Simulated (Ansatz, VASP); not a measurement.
**Two plane-wave programs on Ag**

File INCAR:

```
ALGO = Fast
EDIFF = 1E-7
ENCUT = 520
GGA = PE
ISIF = 2
ISMEAR = 0
LASPH = True
LCHARG = False
LREAL = False
LWAVE = False
NBANDS = 12
NELM = 100
PREC = Accurate
SIGMA = 0.15
```

Contents of KPOINTS:

```
k-points
0
Gamma
  22 22 22
```

Contents of POSCAR:

```
Ag
1.0
   -1.7478196091      1.7478196091      1.4856466677
    1.7478196091     -1.7478196091      1.4856466677
    1.7478196091      1.7478196091     -1.4856466677
Ag
1
Direct
    0.0000000000      0.0000000000      0.0000000000
```

Input for Ansatz:

```yaml
crystal:
  lattice:
    - [-1.7478196091, 1.7478196091, 1.4856466677]
    - [1.7478196091, -1.7478196091, 1.4856466677]
    - [1.7478196091, 1.7478196091, -1.4856466677]
  atoms:
    - { symbol: Ag, position: [0.0, 0.0, 0.0] }
basis:
  ecutwfc: 420
kpoints:
  mp_grid: { grid: [22, 22, 22] }
hamiltonian:
  xc: pbe
scf:
  occupations: { method: gaussian, width: 0.15 }
output:
  forces: true
  stress: true
  eigenvalues: true
```

Alike in both runs: task single point; functional PBE; k mesh 22 × 22 × 22; occupations gaussian, width 0.15 eV; no spin polarisation.

|  | VASP | Ansatz |
| --- | --- | --- |
| version | VASP 6.6.1 | Ansatz 0.2.0 |
| potentials or method | VASP PAW PBE potentials, release 64 (Ag), cutoff 520 eV | scalar-relativistic, plane waves, PAW |
| valence electrons in the cell | 11 | 19 |

|  | VASP | Ansatz | Ansatz less VASP |
| --- | --- | --- | --- |
| gap on the k mesh at the Fermi level (eV) | none | none | - |
| pressure (GPa) | -0.6 | -0.5 | +0.10 |
| traceless stress, the component that is largest in VASP (GPa) | 0.71 | 0.72 | +0.005 |

A gap of «none» marks a metal or a gap that the smearing closes. VASP's potentials hold 11 valence electrons a cell and Ansatz's 19, so a difference there can come from the potentials and not from the codes.
